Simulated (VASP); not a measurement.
Si, 2 atoms in the cell. The structure is cubic, space group Fd-3m (No. 227). The conventional cell has a = 5.402 Å, b = 5.402 Å, c = 5.402 Å, α = 90.00°, β = 90.00°, γ = 90.00°. Si (site symmetry -43m) has 4 Si at 2.34 Å within 3.1 Å. 

```yaml
Program: VASP 6.6.1
Task: relaxation of cell and atoms
Functional: LDA
Potentials_or_basis: VASP PAW LDA potentials, release 64 (Si)
Cutoff: 600 eV
k_mesh: 10 × 10 × 10
Occupations: gaussian, width 0.02 eV
Spin: no spin polarisation
Dipole_correction: no
Further_INCAR_settings: ALGO = Normal; EDIFF = 1e-06; IBRION = 2; EDIFFG = -0.002; NSW = 100; ISIF = 3
```

Potentials or basis: VASP PAW LDA potentials, release 64 (Si).

Launch:

```bash
$ cat potpaw_LDA.64/Si/POTCAR > POTCAR
$ mpirun -np 1 vasp_std > vasp.out
```

Hardware: 1 thread of AMD EPYC 7R43 64-Core Processor (Zen 3) (shared host).

Task: How long does it take, and how much memory?

Result: It took 29 s on 1 thread of AMD EPYC 7R43 64-Core Processor (Zen 3), with other jobs on the host, peak memory 0.11 GiB. Counts: scf iterations 18, k points 47, ion steps 3.
